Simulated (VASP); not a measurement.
# TaN (P6_3mc) in VASP: notebook, part 2 of 2

VASP 6.6.1. The steps go on from the part before.

### 3 Single point, PBEsol (13.28 Å³/atom)

INCAR

```
  PREC = Accurate
  ENCUT = 520
  EDIFF = 1E-6
  ISMEAR = 0
  SIGMA = 0.15
  LREAL = False
  LASPH = True
  NELM = 100
  ALGO = Normal
  ISIF = 2
  LWAVE = False
  LCHARG = False
  GGA = PS
  NBANDS = 24
```

KPOINTS

```
Automatic mesh
0
Gamma
  18 18 8
```

POSCAR

```
TaN
1.0
    3.1630518843      0.0000000000      0.0000000000
   -1.5815259422      2.7392832853      0.0000000000
    0.0000000000      0.0000000000      6.1312285409
Ta N
2 2
Direct
    0.3333333333      0.6666666667      0.0301041378
    0.6666666667      0.3333333333      0.5301041378
    0.3333333333      0.6666666667      0.3548958622
    0.6666666667      0.3333333333      0.8548958622
```

Potentials or basis: VASP PAW PBE potentials, release 64 (Ta_pv, N).

Command:

```bash
> cat potpaw_PBE.64/Ta_pv/POTCAR potpaw_PBE.64/N/POTCAR > POTCAR
> mpirun -np 1 vasp_std > vasp.out
```

OUTCAR:

```text
PREC = Accurate
   ENCUT = 520
   EDIFF = 1E-6
   ISMEAR = 0
   LREAL = False
   LASPH = True
   NELM = 100
   ISIF = 2
   GGA = PS

 ion  position               nearest neighbor table
   1  0.333  0.667  0.030-   3 1.99   4 2.12   4 2.12   4 2.12   2 3.57   2 3.57   2 3.57   2 3.57
                             2 3.57   2 3.57
   2  0.667  0.333  0.530-   4 1.99   3 2.12   3 2.12   3 2.12   1 3.57   1 3.57   1 3.57   1 3.57
                             1 3.57   1 3.57
   3  0.333  0.667  0.355-   1 1.99   2 2.12   2 2.12   2 2.12
   4  0.667  0.333  0.855-   2 1.99   1 2.12   1 2.12   1 2.12

  LATTYP: Found a hexagonal cell.
 ALAT       =     3.1630518843
 C/A-ratio  =     1.9383901261

  Lattice vectors:

 A1 = (   3.1630518843,   0.0000000000,   0.0000000000)
 A2 = (  -1.5815259422,   2.7392832853,   0.0000000000)
 A3 = (   0.0000000000,   0.0000000000,   6.1312285409)

Analysis of symmetry for initial positions (statically):
=====================================================================
 Subroutine PRICEL returns:
 Original cell was already a primitive cell.

 Routine SETGRP: Setting up the symmetry group for a
 hexagonal supercell.

 Subroutine GETGRP returns: Found 12 space group operations
 (whereof  6 operations were pure point group operations)
 out of a pool of 24 trial point group operations.

The static configuration has the point symmetry C_3v.
 The point group associated with its full space group is C_6v.

Analysis of symmetry for dynamics (positions and initial velocities):
=====================================================================
 Subroutine PRICEL returns:
 Original cell was already a primitive cell.

 Routine SETGRP: Setting up the symmetry group for a
 hexagonal supercell.

 Subroutine GETGRP returns: Found 12 space group operations
 (whereof  6 operations were pure point group operations)
[... 123 lines left out ...]
   EFERMI_NEDOS =   21; number of points for ismear=-14 and -15
   IALGO  =     38    algorithm
   IMIX   =      4    mixing-type and parameters
     AMIX     =   0.40;   BMIX     =  1.00
     AMIX_MAG =   1.60;   BMIX_MAG =  1.00
  volume/ion in A,a.u.               =      13.28        89.62
  Fermi-wavevector in a.u.,A,eV,Ry     =   1.382594  2.612723 26.008425  1.911565
  Thomas-Fermi vector in A             =   2.507270
   LORBIT       =      0    0 simple, 1 ext, 2 COOP (PROOUT), +10 PAW based schemes
   GGA     = PS    functional components
   LHFCALC =     F    Hartree Fock is set to
   AEXX    =    0.0000 exact exchange contribution
   IVDW    =     0    specifies the selected vdW correction
   LEPSILON=     F    determine dielectric tensor
   LRPA    =     F    only Hartree local field effects (RPA)
 non-spin polarized calculation
 Gauss-broadening in eV      SIGMA  =   0.15
  energy-cutoff  :      520.00
  volume of cell :       53.12
 maximum number of plane-waves:      1446
 NGX is ok and might be reduce to    24
   NGX = 11   NGY = 11   NGZ = 23

 number of electron      31.9999999 magnetization

 Free energy of the ion-electron system (eV)
  ---------------------------------------------------
  ext. energy  EPLUGINS =         0.00000000
  ---------------------------------------------------
  free energy    TOTEN  =       -45.75837648 eV

  energy without entropy =      -45.74873288  energy(sigma->0) =      -45.75355468

 E-fermi :   6.1586     XC(G=0): -12.2085

 val. band max:        6.1475569252   @ k =   0.0556   0.0556   0.3750
 cond. band min:       6.1621049564   @ k =   0.0556  -0.0000   0.0000
 fundamental gap:      0.0145480313
 Fermi energy:         6.1586049443

 k-point     1 :       0.0000    0.0000    0.0000
  band No.  band energies     occupation
      1     -29.3955      2.00000
      2     -29.0841      2.00000
      3     -28.8475      2.00000
      4     -28.8475      2.00000
      5     -28.8214      2.00000
      6     -28.8214      2.00000
[... 637 lines left out ...]
     23      11.2580      0.00000
     24      12.0321      0.00000

 [... further k-points ...]

------------------------ aborting loop because EDIFF is reached ----------------------------------------

  FORCE on cell =-STRESS in cart. coord.  units (eV):
  Direction    XX          YY          ZZ          XY          YZ          ZX
  --------------------------------------------------------------------------------------
  -------------------------------------------------------------------------------------
  Total       -2.7561656     -2.7561656     -3.6837734      0.0000000      0.0000000      0.0000000
  in kB      -83.1237480    -83.1237480   -111.0996568      0.0000000      0.0000000      0.0000000
  external PRESSURE =     -92.4490509 kB  Pullay stress =       0.0000000 kB

 VOLUME and BASIS-vectors are now :
 -----------------------------------------------------------------------------
  energy-cutoff  :      520.00
  volume of cell :       53.12
      direct lattice vectors                 reciprocal lattice vectors
     3.163051884  0.000000000  0.000000000     0.316150363  0.182529497  0.000000000
    -1.581525942  2.739283285  0.000000000     0.000000000  0.365058994  0.000000000
     0.000000000  0.000000000  6.131228541     0.000000000  0.000000000  0.163099450

 POSITION                                       TOTAL-FORCE (eV/Angst)
 -----------------------------------------------------------------------------------
     -0.00000      1.82619      0.18458         0.000000     -0.000000      0.014293
      1.58153      0.91309      3.25019        -0.000000     -0.000000      0.014293
     -0.00000      1.82619      2.17595         0.000000     -0.000000     -0.014293
      1.58153      0.91309      5.24156        -0.000000      0.000000     -0.014293
 -----------------------------------------------------------------------------------
    total drift:                               -0.000000      0.000000      0.001548

  FREE ENERGIE OF THE ION-ELECTRON SYSTEM (eV)
  ---------------------------------------------------
  free  energy   TOTEN  =       -45.7583764813 eV

  energy  without entropy=      -45.7487328823  energy(sigma->0) =      -45.75355468
```

Wall time 2 min (1 thread of AMD EPYC 7R13 (Zen 3), shared host); peak memory 0.29 GiB.

What came out:

```yaml
Free_energy: -45.7584 eV
Pressure: -9.2 GPa
Largest_force: 0.014 eV/Å
Band_gap_on_the_k_mesh: zero (bands 16 and 17 overlap by 0.47 eV)
```

Forces in eV/Å, atoms in the order of the input:
```
Ta   0.000  0.000  0.014
Ta   0.000  0.000  0.014
N    0.000  0.000 -0.014
N    0.000  0.000 -0.014
```

Caveat: the cell stands under tension; the PAW data sets were made with another functional, which shifts forces and pressure a little; spin-orbit coupling is left out, which moves the levels of the heavy elements.

### 4 Single point, PBEsol (13.28 Å³/atom)

INCAR

```
PREC = Accurate ; ENCUT = 520
EDIFF = 1E-6 ; ISMEAR = 0
SIGMA = 0.15 ; LREAL = F
LASPH = T ; NELM = 60
ALGO = Normal ; ISIF = 2
LWAVE = F ; LCHARG = T
GGA = PS ; LELF = T
LVHAR = T ; NBANDS = 24
```

KPOINTS

```
regular mesh
0
Gamma
  18 18 8
```

POSCAR

```
TaN
1.0
    3.0794436283      0.0000000000      0.0000000000
   -1.5397218142      2.6668764117      0.0000000000
    0.0000000000      0.0000000000      6.4686792857
Ta N
2 2
Direct
    0.3333333333      0.6666666667      0.0301041378
    0.6666666667      0.3333333333      0.5301041378
    0.3333333333      0.6666666667      0.3548958622
    0.6666666667      0.3333333333      0.8548958622
```

Command:

```bash
> cat potpaw_PBE.64/Ta_pv/POTCAR potpaw_PBE.64/N/POTCAR > POTCAR
> mpirun -np 1 vasp_std > vasp.out
```

Wall time 2.2 min (1 thread of AMD EPYC 7R13 (Zen 3), shared host); peak memory 0.29 GiB.

The run converged. Its results:

```yaml
Free_energy: -45.4497 eV
Pressure: -12.1 GPa
Largest_force: 1.031 eV/Å
Band_gap_on_the_k_mesh: zero (bands 16 and 17 overlap by 0.10 eV)
```

Forces in eV/Å, atoms in the order of the input:
```
Ta   0.000  0.000  1.031
Ta   0.000  0.000  1.031
N    0.000  0.000 -1.031
N    0.000  0.000 -1.031
```

Stress tensor (GPa, compression positive):
```
 -1.81   0.00   0.00
  0.00  -1.81   0.00
  0.00   0.00 -32.55
```

Levels at points of the mesh, in eV from the Fermi level:
```tsv
k point	band 14	band 15	band 16	band 17	band 18	band 19
(0.00, 0.00, 0.00)	-3.97	-0.93	-0.34	0.57	0.57	2.17
(0.50, 0.00, 0.00)	-3.31	-2.11	-0.46	0.88	2.06	2.98
(0.00, 0.00, 0.50)	-4.32	0.00	0.00	1.19	1.19	1.19
(0.50, 0.00, 0.50)	-4.17	-1.03	-1.03	1.30	1.30	3.74
```

Caveat: the cell stands under tension; the PAW data sets were made with another functional, which shifts forces and pressure a little; spin-orbit coupling is left out, which moves the levels of the heavy elements.

### 5 Overview

```tsv
cell	gap on the mesh (eV)	pressure (GPa)	largest force (eV/Å)
a = 3.249, b = 3.249, c = 5.811 Å, angles 90.0, 90.0, 120.0°, 4 atoms	none	-2.7	1.86
a = 3.163, b = 3.163, c = 6.131 Å, angles 90.0, 90.0, 120.0°, 4 atoms	none	-9.2	0.01
a = 3.079, b = 3.079, c = 6.469 Å, angles 90.0, 90.0, 120.0°, 4 atoms	none	-12.1	1.03
```

Alike in all rows: task single point; level PBEsol; potentials or basis VASP PAW PBE potentials, release 64 (Ta_pv, N); no spin polarisation; k mesh 18 × 18 × 8; cutoff (eV) 520; smearing gaussian 0.15 eV.

Caveats: the PAW data sets were made with another functional, which shifts forces and pressure a little; spin-orbit coupling is left out, which moves the levels of the heavy elements; the cell stands under tension (at least some runs).

Absolute energies hang on the potentials; compare differences alone.
